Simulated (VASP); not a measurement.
# As in VASP: single point with PBE+D3(BJ)

Aim: the single point of As with PBE+D3(BJ).

Program: VASP 6.6.1. These are calculated values, not measurements. Logs are shortened: lines on timing, memory, paths and dates and some standing lists are left out, and cuts for length are marked.

### 1 The cell of the first run

The cell holds a slab with vacuum, 2 atoms: a = 3.599 Å, b = 3.599 Å, c = 23.918 Å, α = 90.00°, β = 90.00°, γ = 120.00°.

### 2 Single point, PBE+D3(BJ)

INCAR

```
SYSTEM = As
PREC     = Accurate       ! precision mode
ENCUT    = 400            ! plane-wave cutoff, eV
EDIFF    = 1E-6           ! SCF threshold, eV
ISMEAR   = 0              ! smearing method
SIGMA    = 0.04           ! smearing width, eV
LREAL    = .FALSE.        ! projectors in reciprocal space
LASPH    = .TRUE.         ! aspherical terms in the spheres
NELM     = 120            ! most SCF steps
ALGO     = Normal         ! electronic algorithm
ISIF     = 2              ! what is computed and relaxed
LWAVE    = .FALSE.        ! write WAVECAR
LCHARG   = .FALSE.        ! write CHGCAR
LDIPOL   = .TRUE.       
IDIPOL   = 3            
DIPOL    = 0.5 0.5 0.678
GGA      = PE             ! functional
IVDW     = 12             ! dispersion correction
NBANDS   = 22             ! bands
GGA_COMPAT= .FALSE.      
NELMDL   = -8
```

KPOINTS

```
regular mesh
0
G
  12 12 1
  0 0 0
```

POSCAR

```
As
1.0
    3.5986149625      0.0000000000      0.0000000000
   -1.7993074813      3.1164919759      0.0000000000
    0.0000000000      0.0000000000     23.9178377607
As
2
Direct
    0.6666666667      0.3333333333      0.6491817870
    0.0000000000      1.0000000000      0.7073781097
```

Potentials or basis: VASP PAW PBE potentials, release 64 (As_d).

Command:

```console
$ cat potpaw_PBE.64/As_d/POTCAR > POTCAR
$ mpirun -np 1 vasp_std > vasp.out
```

OUTCAR:

```text
SYSTEM = As
   PREC = Accurate
   ENCUT = 400
   EDIFF = 1E-6
   ISMEAR = 0
   LREAL = .FALSE.
   LASPH = .TRUE.
   NELM = 120
   ISIF = 2
   GGA = PE
   IVDW = 12
   NELMDL = -8
 IVDW          = 12

 ion  position               nearest neighbor table
   1  0.667  0.333  0.649-   2 2.50   2 2.50   2 2.50
   2  0.000  0.000  0.707-   1 2.50   1 2.50   1 2.50

  LATTYP: Found a hexagonal cell.
 ALAT       =     3.5986149625
 C/A-ratio  =     6.6464009098

  Lattice vectors:

 A1 = (   3.5986149625,   0.0000000000,   0.0000000000)
 A2 = (  -1.7993074813,   3.1164919759,   0.0000000000)
 A3 = (   0.0000000000,   0.0000000000,  23.9178377607)

Analysis of symmetry for initial positions (statically):
=====================================================================
 Subroutine PRICEL returns:
 Original cell was already a primitive cell.

 Routine SETGRP: Setting up the symmetry group for a
 hexagonal supercell.

 Subroutine GETGRP returns: Found 12 space group operations
 (whereof  6 operations were pure point group operations)
 out of a pool of 24 trial point group operations.

The static configuration has the point symmetry C_3v.
 The point group associated with its full space group is D_3d.

Analysis of symmetry for dynamics (positions and initial velocities):
=====================================================================
 Subroutine PRICEL returns:
 Original cell was already a primitive cell.

 Routine SETGRP: Setting up the symmetry group for a
 hexagonal supercell.

 Subroutine GETGRP returns: Found 12 space group operations
 (whereof  6 operations were pure point group operations)
 out of a pool of 24 trial point group operations.

The dynamic configuration has the point symmetry C_3v.
 The point group associated with its full space group is D_3d.

 Subroutine INISYM returns: Found 12 space group operations
 (whereof  6 operations are pure point group operations),
 and found     1 'primitive' translations

----------------------------------------------------------------------------------------

                                     Primitive cell

  volume of cell :     268.2399

  direct lattice vectors                    reciprocal lattice vectors
     3.598614963  0.000000000  0.000000000     0.277884689  0.160436800  0.000000000
    -1.799307481  3.116491976  0.000000000     0.000000000  0.320873600  0.000000000
     0.000000000  0.000000000 23.917837761     0.000000000  0.000000000  0.041809799

  length of vectors
     3.598614963  3.598614962 23.917837761     0.320873600  0.320873600  0.041809799

  position of ions in fractional coordinates (direct lattice)
     0.666666667  0.333333333  0.649181787
     0.000000000  0.000000000  0.707378110

  ion indices of the primitive-cell ions
   primitive index   ion index
                 1           1
                 2           2

----------------------------------------------------------------------------------------

 KPOINTS: regular mesh

Automatic generation of k-mesh.
 Grid dimensions read from file:
 generate k-points for:   12   12    1

 Generating k-lattice:

  Cartesian coordinates                     Fractional coordinates (reciprocal lattice)
     0.023157057  0.013369733  0.000000000     0.083333333  0.000000000  0.000000000
     0.000000000  0.026739467  0.000000000     0.000000000  0.083333333  0.000000000
     0.000000000  0.000000000  0.041809799     0.000000000  0.000000000  1.000000000

  Length of vectors
     0.026739467  0.026739467  0.041809799

  Shift w.r.t. Gamma in fractional coordinates (k-lattice)
     0.000000000  0.000000000  0.000000000

 Subroutine IBZKPT returns following result:
 ===========================================

 Found     19 irreducible k-points:

 Following reciprocal coordinates:
            Coordinates               Weight
  0.000000  0.000000  0.000000      1.000000
  0.083333 -0.000000  0.000000      6.000000
  0.166667 -0.000000  0.000000      6.000000
  0.250000  0.000000  0.000000      6.000000
  0.333333 -0.000000  0.000000      6.000000
  0.416667 -0.000000  0.000000      6.000000
[... 11 lines left out ...]
  0.333333  0.250000  0.000000     12.000000
  0.333333  0.333333  0.000000      2.000000
   k-points           NKPTS =     19   k-points in BZ     NKDIM =     19   number of bands    NBANDS=     22
   number of dos      NEDOS =    301   number of ions     NIONS =      2
   total plane-waves  NPLWV =  92160
   dimension x,y,z NGX =    24 NGY =   24 NGZ =  160
   dimension x,y,z NGXF=    48 NGYF=   48 NGZF=  320
   ions per type =               2
   NGX,Y,Z   is equivalent  to a cutoff of  11.09, 11.09, 11.12 a.u.
   NGXF,Y,Z  is equivalent  to a cutoff of  22.17, 22.17, 22.24 a.u.
 SYSTEM =  As
   PREC   = accura    normal or accurate (medium, high low for compatibility)
   ISTART =      0    job   : 0-new  1-cont  2-samecut
   ICHARG =      2    charge: 1-file 2-atom 10-const
   ISPIN  =      1    spin polarized calculation?
   LNONCOLLINEAR =      F non collinear calculations
   LSORBIT =      F    spin-orbit coupling
   LASPH  =      T    aspherical Exc in radial PAW
   ENCUT  =  400.0 eV  29.40 Ry    5.42 a.u.   5.87  5.87 39.00*2*pi/ulx,y,z
   NELM   =    120;   NELMIN=  2; NELMDL= -8     # of ELM steps
   EDIFF  = 0.1E-05   stopping-criterion for ELM
   LREAL  =      F    real-space projection
   EDIFFG = 0.1E-04   stopping-criterion for IOM
   NSW    =      0    number of steps for IOM
   IBRION =     -1    ionic relax: 0-MD 1-quasi-New 2-CG
   NFREE  =      0    steps in history (QN), initial steepest desc. (CG)
   ISIF   =      2    stress and relaxation
   ISYM   =      2    0-nonsym 1-usesym 2-fastsym
   POTIM  = 0.5000    time-step for ionic-motion
   TEBEG  =    0.0;   TEEND  =   0.0 temperature during run
   PSTRESS=    0.0 pullay stress
   NELECT =      30.0000    total number of electrons
   NUPDOWN=      -1.0000    fix difference up-down
   EMIN   =  10.00;   EMAX   =-10.00  energy-range for DOS
   EFERMI =   0.00;   METHOD = LEGACY
   ISMEAR =     0;   SIGMA  =   0.04  broadening in eV -4-tet -1-fermi 0-gaus
   EFERMI_NEDOS =   21; number of points for ismear=-14 and -15
   IALGO  =     38    algorithm
   IMIX   =      4    mixing-type and parameters
     AMIX     =   0.40;   BMIX     =  1.00
     AMIX_MAG =   1.60;   BMIX_MAG =  1.00
  volume/ion in A,a.u.               =     134.12       905.09
  Fermi-wavevector in a.u.,A,eV,Ry     =   0.788753  1.490526  8.464602  0.622131
  Thomas-Fermi vector in A             =   1.893757
   LORBIT       =      0    0 simple, 1 ext, 2 COOP (PROOUT), +10 PAW based schemes
   GGA     = PE    functional components
   LHFCALC =     F    Hartree Fock is set to
   AEXX    =    0.0000 exact exchange contribution
   IVDW    =    12    specifies the selected vdW correction
   LEPSILON=     F    determine dielectric tensor
   LRPA    =     F    only Hartree local field effects (RPA)
 non-spin polarized calculation
 Gauss-broadening in eV      SIGMA  =   0.04
  energy-cutoff  :      400.00
  volume of cell :      268.24
 maximum number of plane-waves:      4906
 NGX is ok and might be reduce to    24
   NGX = 11   NGY = 11   NGZ = 79

 dipolmoment           0.000000      0.000000     -0.000000 electrons x Angstroem

 number of electron      30.0000026 magnetization

 dipolmoment           0.000000      0.000000      0.000004 electrons x Angstroem

 Free energy of the ion-electron system (eV)
  ---------------------------------------------------
  ext. energy  EPLUGINS =         0.00000000
  ---------------------------------------------------
  free energy    TOTEN  =        -9.35898673 eV

  energy without entropy =       -9.35898673  energy(sigma->0) =       -9.35898673

 E-fermi :  -3.8494     XC(G=0):  -2.3094

 val. band max:       -4.0542490834   @ k =   0.0000   0.0000   0.0000
 cond. band min:      -2.4307857503   @ k =   0.3333  -0.0000   0.0000
 fundamental gap:      1.6234633331
 Fermi energy:        -3.8493707780

 k-point     1 :       0.0000    0.0000    0.0000
  band No.  band energies     occupation
      1     -39.1851      2.00000
      2     -39.1851      2.00000
      3     -39.1467      2.00000
      4     -39.1467      2.00000
      5     -39.0948      2.00000
      6     -39.0729      2.00000
[... 14 lines left out ...]
     21       1.5478      0.00000
     22       1.9245      0.00000

 k-point     2 :       0.0833   -0.0000    0.0000
  band No.  band energies     occupation
      1     -39.1849      2.00000
      2     -39.1831      2.00000
      3     -39.1461      2.00000
      4     -39.1451      2.00000
      5     -39.0947      2.00000
      6     -39.0740      2.00000
[... 14 lines left out ...]
     21       1.6553      0.00000
     22       2.0355      0.00000

 k-point     3 :       0.1667   -0.0000    0.0000
  band No.  band energies     occupation
      1     -39.1844      2.00000
      2     -39.1776      2.00000
      3     -39.1444      2.00000
      4     -39.1405      2.00000
      5     -39.0945      2.00000
      6     -39.0771      2.00000
[... 14 lines left out ...]
     21       1.9701      0.00000
     22       2.3538      0.00000

 k-point     4 :       0.2500    0.0000    0.0000
  band No.  band energies     occupation
      1     -39.1837      2.00000
      2     -39.1699      2.00000
      3     -39.1411      2.00000
      4     -39.1337      2.00000
      5     -39.0943      2.00000
      6     -39.0821      2.00000
[... 14 lines left out ...]
     21       2.4893      0.00000
     22       2.8409      0.00000

 k-point     5 :       0.3333   -0.0000    0.0000
  band No.  band energies     occupation
      1     -39.1829      2.00000
      2     -39.1624      2.00000
      3     -39.1345      2.00000
      4     -39.1255      2.00000
      5     -39.0951      2.00000
      6     -39.0886      2.00000
[... 14 lines left out ...]
     21       3.1059      0.00000
     22       3.5661      0.00000

 k-point     6 :       0.4167   -0.0000    0.0000
  band No.  band energies     occupation
      1     -39.1822      2.00000
      2     -39.1579      2.00000
      3     -39.1234      2.00000
      4     -39.1168      2.00000
      5     -39.0995      2.00000
      6     -39.0961      2.00000
[... 14 lines left out ...]
     21       3.8691      0.00000
     22       4.3042      0.00000

 k-point     7 :       0.5000    0.0000    0.0000
  band No.  band energies     occupation
      1     -39.1819      2.00000
      2     -39.1566      2.00000
      3     -39.1112      2.00000
      4     -39.1109      2.00000
      5     -39.1090      2.00000
      6     -39.1015      2.00000
[... 199 lines left out ...]
      6     -39.0951      2.00000
[... 14 lines left out ...]
     21       4.1551      0.00000
     22       4.5932      0.00000

 k-point    16 :       0.4167    0.1667    0.0000
  band No.  band energies     occupation
      1     -39.1832      2.00000
      2     -39.1478      2.00000
      3     -39.1195      2.00000
      4     -39.1120      2.00000
      5     -39.1018      2.00000
      6     -39.1015      2.00000
[... 14 lines left out ...]
     21       4.7577      0.00000
     22       4.9909      0.00000

 k-point    17 :       0.2500    0.2500    0.0000
  band No.  band energies     occupation
      1     -39.1837      2.00000
      2     -39.1456      2.00000
      3     -39.1327      2.00000
      4     -39.1127      2.00000
      5     -39.1029      2.00000
      6     -39.0934      2.00000
[... 14 lines left out ...]
     21       4.0796      0.00000
     22       4.4512      0.00000

 k-point    18 :       0.3333    0.2500    0.0000
  band No.  band energies     occupation
      1     -39.1837      2.00000
      2     -39.1398      2.00000
      3     -39.1269      2.00000
      4     -39.1124      2.00000
      5     -39.1029      2.00000
      6     -39.0952      2.00000
[... 14 lines left out ...]
     21       4.5200      0.00000
     22       5.0157      0.00000

 k-point    19 :       0.3333    0.3333    0.0000
  band No.  band energies     occupation
      1     -39.1838      2.00000
      2     -39.1307      2.00000
      3     -39.1307      2.00000
      4     -39.1171      2.00000
      5     -39.0969      2.00000
      6     -39.0920      2.00000
[... 14 lines left out ...]
     21       4.8951      0.00000
     22       5.7189      0.00000

------------------------ aborting loop because EDIFF is reached ----------------------------------------

 vacuum level on the upper side and lower side of the slab       (xc-potential included)        -0.005        -0.006

 Edisp (eV)   -0.41725

 E8    (eV) :    -0.1894

  FORCE on cell =-STRESS in cart. coord.  units (eV):
  Direction    XX          YY          ZZ          XY          YZ          ZX
  --------------------------------------------------------------------------------------
  -------------------------------------------------------------------------------------
  Total      -0.40171    -0.40171    -0.06268     0.00000     0.00000     0.00000
  in kB      -2.39937    -2.39937    -0.37436     0.00000     0.00000     0.00000
  external pressure =       -1.72 kB  Pullay stress =        0.00 kB

 VOLUME and BASIS-vectors are now :
 -----------------------------------------------------------------------------
  energy-cutoff  :      400.00
  volume of cell :      268.24
      direct lattice vectors                 reciprocal lattice vectors
     3.598614963  0.000000000  0.000000000     0.277884689  0.160436800  0.000000000
    -1.799307481  3.116491976  0.000000000     0.000000000  0.320873600  0.000000000
     0.000000000  0.000000000 23.917837761     0.000000000  0.000000000  0.041809799

 POSITION                                       TOTAL-FORCE (eV/Angst)
 -----------------------------------------------------------------------------------
      1.79931      1.03883     15.52702        -0.000000      0.000000     -0.003260
      0.00000      0.00000     16.91895         0.000000     -0.000000      0.003260
 -----------------------------------------------------------------------------------
    total drift:                               -0.000000      0.000000      0.000104

  FREE ENERGIE OF THE ION-ELECTRON SYSTEM (eV)
  ---------------------------------------------------
  free  energy   TOTEN  =        -9.7762339393 eV

  energy  without entropy=       -9.7762339393  energy(sigma->0) =       -9.77623394

 vacuum level on the upper side and lower side of the slab         1.304         1.304
```

Wall time 1.7 min (1 thread of Intel Xeon Platinum 8259CL at 2.50GHz (Skylake/Cascade Lake), shared host); peak memory 0.3 GiB.

Results:

```yaml
Free_energy: -9.7762 eV
Largest_force: 0.003 eV/Å
Band_gap_on_the_k_mesh: 1.62 eV (least direct gap 1.97 eV)
Dispersion_energy_per_atom: -0.209 eV
```

Forces on the atoms (eV/Å):
```
As   0.000  0.000 -0.003
As   0.000  0.000  0.003
```

Levels at points of the mesh, in eV from the valence-band top:
| k point | band 12 | band 13 | band 14 | band 15 | band 16 | band 17 | band 18 | band 19 |
| --- | --- | --- | --- | --- | --- | --- | --- | --- |
| (0.00, 0.00, 0.00) | -7.17 | -0.55 | 0.00 | 0.00 | 1.97 | 3.51 | 3.51 | 4.85 |
| (0.50, 0.00, 0.00) | -9.11 | -3.41 | -1.88 | -1.57 | 1.98 | 3.15 | 4.54 | 6.30 |
